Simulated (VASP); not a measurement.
# Te (Im-3m) in VASP: further runs, part 2 of 2

VASP 6.6.1.

## (3) Relaxation of cell and atoms, PBE

This run uses another cell than the first one, of 29.00 Å³/atom.

Contents of INCAR:

```
  PREC = Accurate
  ENCUT = 600
  EDIFF = 1E-6
  ISMEAR = -1
  SIGMA = 0.05
  LREAL = False
  LASPH = True
  NELM = 80
  ALGO = Normal
  ISIF = 3
  LWAVE = False
  LCHARG = False
  GGA = PE
  IBRION = 2
  NSW = 60
  EDIFFG = -0.005
```

Contents of KPOINTS:

```
regular mesh
0
Gamma
  14 14 14
```

Contents of POSCAR:

```
Te
1.0
   -1.9354383203      1.9354383203      1.9354383203
    1.9354383203     -1.9354383203      1.9354383203
    1.9354383203      1.9354383203     -1.9354383203
Te
1
Direct
    0.0000000000      0.0000000000      0.0000000000
```

Potentials or basis: VASP PAW PBE potentials, release 64 (Te).

Command:

```console
cat potpaw_PBE.64/Te/POTCAR > POTCAR
mpirun -np 1 vasp_std > vasp.out
```

OUTCAR:

```text
PREC = Accurate
   ENCUT = 600
   EDIFF = 1E-6
   ISMEAR = -1
   LREAL = False
   LASPH = True
   NELM = 80
   ISIF = 3
   GGA = PE
   IBRION = 2
   NSW = 60
   EDIFFG = -0.005

 ion  position               nearest neighbor table
   1  0.000  0.000  0.000-

  LATTYP: Found a body centered cubic cell.
 ALAT       =     3.8708766406

  Lattice vectors:

 A1 = (  -1.9354383203,   1.9354383203,   1.9354383203)
 A2 = (   1.9354383203,  -1.9354383203,   1.9354383203)
 A3 = (   1.9354383203,   1.9354383203,  -1.9354383203)

Analysis of symmetry for initial positions (statically):
=====================================================================
 Subroutine PRICEL returns:
 Original cell was already a primitive cell.

 Routine SETGRP: Setting up the symmetry group for a
 body centered cubic supercell.

 Subroutine GETGRP returns: Found 48 space group operations
 (whereof 48 operations were pure point group operations)
 out of a pool of 48 trial point group operations.

The static configuration has the point symmetry O_h .

Analysis of symmetry for dynamics (positions and initial velocities):
=====================================================================
 Subroutine PRICEL returns:
 Original cell was already a primitive cell.

 Routine SETGRP: Setting up the symmetry group for a
 body centered cubic supercell.

 Subroutine GETGRP returns: Found 48 space group operations
 (whereof 48 operations were pure point group operations)
 out of a pool of 48 trial point group operations.

The dynamic configuration has the point symmetry O_h .

 Subroutine INISYM returns: Found 48 space group operations
 (whereof 48 operations are pure point group operations),
 and found     1 'primitive' translations

----------------------------------------------------------------------------------------

                                     Primitive cell

  volume of cell :      29.0000

  direct lattice vectors                    reciprocal lattice vectors
    -1.935438320  1.935438320  1.935438320     0.000000000  0.258339413  0.258339413
     1.935438320 -1.935438320  1.935438320     0.258339413  0.000000000  0.258339413
     1.935438320  1.935438320 -1.935438320     0.258339413  0.258339413  0.000000000

  length of vectors
     3.352277506  3.352277506  3.352277506     0.365347102  0.365347102  0.365347102

  position of ions in fractional coordinates (direct lattice)
     0.000000000  0.000000000  0.000000000

  ion indices of the primitive-cell ions
   primitive index   ion index
                 1           1

----------------------------------------------------------------------------------------

 KPOINTS: regular mesh

Automatic generation of k-mesh.
 Grid dimensions read from file:
 generate k-points for:   14   14   14

 Generating k-lattice:

  Cartesian coordinates                     Fractional coordinates (reciprocal lattice)
     0.000000000  0.018452815  0.018452815     0.071428571  0.000000000  0.000000000
     0.018452815  0.000000000  0.018452815     0.000000000  0.071428571  0.000000000
     0.018452815  0.018452815  0.000000000     0.000000000  0.000000000  0.071428571

  Length of vectors
     0.026096222  0.026096222  0.026096222

  Shift w.r.t. Gamma in fractional coordinates (k-lattice)
     0.000000000  0.000000000  0.000000000

 Subroutine IBZKPT returns following result:
 ===========================================

 Found    104 irreducible k-points:

 Following reciprocal coordinates:
            Coordinates               Weight
  0.000000  0.000000  0.000000      1.000000
  0.071429  0.000000  0.000000     12.000000
  0.142857  0.000000  0.000000     12.000000
  0.214286  0.000000  0.000000     12.000000
  0.285714  0.000000  0.000000     12.000000
  0.357143  0.000000  0.000000     12.000000
[... 16 lines left out ...]
  0.285714  0.285714  0.000000     24.000000
  0.357143  0.285714  0.000000     24.000000
 [... further k-points ...]
   k-points           NKPTS =    104   k-points in BZ     NKDIM =    104   number of bands    NBANDS=      7
   number of dos      NEDOS =    301   number of ions     NIONS =      1
   total plane-waves  NPLWV =  21952
   dimension x,y,z NGX =    28 NGY =   28 NGZ =   28
   dimension x,y,z NGXF=    56 NGYF=   56 NGZF=   56
   ions per type =               1
   NGX,Y,Z   is equivalent  to a cutoff of  13.89, 13.89, 13.89 a.u.
   NGXF,Y,Z  is equivalent  to a cutoff of  27.77, 27.77, 27.77 a.u.
 SYSTEM =  unknown system
   PREC   = accura    normal or accurate (medium, high low for compatibility)
   ISTART =      0    job   : 0-new  1-cont  2-samecut
   ICHARG =      2    charge: 1-file 2-atom 10-const
   ISPIN  =      1    spin polarized calculation?
   LNONCOLLINEAR =      F non collinear calculations
   LSORBIT =      F    spin-orbit coupling
   LASPH  =      T    aspherical Exc in radial PAW
   ENCUT  =  600.0 eV  44.10 Ry    6.64 a.u.   6.70  6.70  6.70*2*pi/ulx,y,z
   NELM   =     80;   NELMIN=  2; NELMDL= -5     # of ELM steps
   EDIFF  = 0.1E-05   stopping-criterion for ELM
   LREAL  =      F    real-space projection
   EDIFFG = -.5E-02   stopping-criterion for IOM
   NSW    =     60    number of steps for IOM
   IBRION =      2    ionic relax: 0-MD 1-quasi-New 2-CG
   NFREE  =      1    steps in history (QN), initial steepest desc. (CG)
   ISIF   =      3    stress and relaxation
   ISYM   =      2    0-nonsym 1-usesym 2-fastsym
   POTIM  = 0.5000    time-step for ionic-motion
   TEBEG  =    0.0;   TEEND  =   0.0 temperature during run
   PSTRESS=    0.0 pullay stress
   NELECT =       6.0000    total number of electrons
   NUPDOWN=      -1.0000    fix difference up-down
   EMIN   =  10.00;   EMAX   =-10.00  energy-range for DOS
   EFERMI =   0.00;   METHOD = LEGACY
   ISMEAR =    -1;   SIGMA  =   0.05  broadening in eV -4-tet -1-fermi 0-gaus
   EFERMI_NEDOS =   21; number of points for ismear=-14 and -15
   IALGO  =     38    algorithm
   IMIX   =      4    mixing-type and parameters
     AMIX     =   0.40;   BMIX     =  1.00
     AMIX_MAG =   1.60;   BMIX_MAG =  1.00
  volume/ion in A,a.u.               =      29.00       195.70
  Fermi-wavevector in a.u.,A,eV,Ry     =   0.968261  1.829749 12.755870  0.937530
  Thomas-Fermi vector in A             =   2.098216
   LORBIT       =      0    0 simple, 1 ext, 2 COOP (PROOUT), +10 PAW based schemes
   GGA     = PE    functional components
   LHFCALC =     F    Hartree Fock is set to
   AEXX    =    0.0000 exact exchange contribution
   IVDW    =     0    specifies the selected vdW correction
   LEPSILON=     F    determine dielectric tensor
   LRPA    =     F    only Hartree local field effects (RPA)
 conjugate gradient relaxation of ions
 non-spin polarized calculation
  energy-cutoff  :      600.00
  volume of cell :       29.00
 maximum number of plane-waves:       978
   NGX = 13   NGY = 13   NGZ = 13

--------------------------------------- Ionic step        1  -------------------------------------------

 number of electron       5.9999999 magnetization

 Free energy of the ion-electron system (eV)
  ---------------------------------------------------
  ext. energy  EPLUGINS =         0.00000000
  ---------------------------------------------------
  free energy    TOTEN  =        -2.83660496 eV

  energy without entropy =       -2.82970356  energy(sigma->0) =       -2.83315426

 E-fermi :   7.5369     XC(G=0):  -9.9937

 val. band max:        7.5162196646   @ k =   0.2857   0.2143   0.0714
 cond. band min:       7.5566907912   @ k =  -0.4286  -0.4286   0.2143
 fundamental gap:      0.0404711266
 Fermi energy:         7.5369477342

 k-point     1 :       0.0000    0.0000    0.0000
  band No.  band energies     occupation
      1      -6.1263      2.00000
      2      10.4717      0.00000
      3      10.4717      0.00000
      4      10.4717      0.00000
      5      17.1773      0.00000
      6      17.4262      0.00000
      7      17.4262      0.00000
[... 297 lines left out ...]
  energy  without entropy=       -2.8309398876  energy(sigma->0) =       -2.83426335

--------------------------------------- Ionic step        3  -------------------------------------------

 number of electron       6.0000000 magnetization

 Free energy of the ion-electron system (eV)
  ---------------------------------------------------
  ext. energy  EPLUGINS =         0.00000000
  ---------------------------------------------------
  free energy    TOTEN  =        -2.83775746 eV

  energy without entropy =       -2.83103736  energy(sigma->0) =       -2.83439741

 E-fermi :   7.7507     XC(G=0): -10.0632

 val. band max:        7.7209746565   @ k =   0.3571   0.0714   0.0000
 cond. band min:       7.7873232518   @ k =  -0.4286  -0.4286   0.2143
 fundamental gap:      0.0663485953
 Fermi energy:         7.7506855446

 k-point     1 :       0.0000    0.0000    0.0000
  band No.  band energies     occupation
      1      -6.0343      2.00000
      2      10.7658      0.00000
      3      10.7658      0.00000
      4      10.7658      0.00000
      5      17.5738      0.00000
      6      17.6730      0.00000
      7      17.6730      0.00000
[... 258 lines left out ...]
  FREE ENERGIE OF THE ION-ELECTRON SYSTEM (eV)
  ---------------------------------------------------
  free  energy   TOTEN  =        -2.8377574614 eV

  energy  without entropy=       -2.8310373619  energy(sigma->0) =       -2.83439741

 reached required accuracy - stopping structural energy minimisation
```

OSZICAR:

```text
N       E                     dE             d eps       ncg     rms          rms(c)
DAV:   1     0.121011497513E+02    0.12101E+02   -0.25726E+03  1456   0.748E+02
DAV:   2    -0.255277962529E+01   -0.14654E+02   -0.14305E+02  2058   0.786E+01
DAV:   3    -0.283529169101E+01   -0.28251E+00   -0.28117E+00  1736   0.122E+01
[... 17 lines left out ...]
       N       E                     dE             d eps       ncg     rms          rms(c)
DAV:   1    -0.283816983737E+01   -0.58288E-03   -0.11221E-02  1512   0.558E-01    0.998E-02
DAV:   2    -0.283789089457E+01    0.27894E-03   -0.31156E-04  1568   0.130E-01    0.596E-02
DAV:   3    -0.283775772011E+01    0.13317E-03   -0.30083E-04  1512   0.909E-02    0.760E-02
DAV:   4    -0.283775746141E+01    0.25869E-06   -0.41821E-06  2044   0.173E-02
   3 F= -.28377575E+01 E0= -.28343974E+01  d E =-.115250E-02
```

Wall time 79 s (1 thread of Intel Xeon 8259CL, shared host); peak memory 0.17 GiB.

Results:

| Property | Result |
| --- | --- |
| Free energy | -2.8378 eV |
| Relaxed volume | 28.55 Å³/atom |
| Relaxed cell | a = 3.335 Å, b = 3.335 Å, c = 3.335 Å, α = 109.47°, β = 109.47°, γ = 109.47° |
| Space group after relaxing (to 0.1 Å) | Im-3m (No. 229) |
| Energy gained by relaxing | 1.2 meV/atom |
| Ionic steps | 3 |
| Pressure after relaxing | 0.0 GPa |
| Band gap on the k mesh | zero (bands 3 and 4 overlap by 5.89 eV) |

The path:
```tsv
step	energy change (eV)	largest force (eV/Å)	pressure (GPa)	volume (Å³)
1	0.0000	0.0000	-0.81	29.00
2	-0.0010	0.0000	0.33	28.39
3	-0.0012	0.0000	0.01	28.55
```

Final structure:
```cif
data_structure
_symmetry_space_group_name_H-M 'P 1'
_symmetry_Int_Tables_number 1
_cell_length_a 3.3350
_cell_length_b 3.3350
_cell_length_c 3.3350
_cell_angle_alpha 109.471
_cell_angle_beta 109.471
_cell_angle_gamma 109.471
_cell_volume 28.55
loop_
_atom_site_label
_atom_site_type_symbol
_atom_site_fract_x
_atom_site_fract_y
_atom_site_fract_z
_atom_site_occupancy
Te1 Te 0.00000 0.00000 0.00000 1
```

Levels at points of the mesh, in eV from the Fermi level:
```tsv
k point	band 1	band 2	band 3	band 4	band 5	band 6
(0.00, 0.00, 0.00)	-13.78	3.02	3.02	3.02	9.82	9.92
(0.50, 0.00, 0.00)	-10.77	-5.83	0.10	2.04	5.57	6.53
(0.50, 0.50, 0.50)	-8.59	-2.88	-2.88	-2.88	3.01	3.01
```

Caveat: spin-orbit coupling is left out, which moves the levels of the heavy elements.
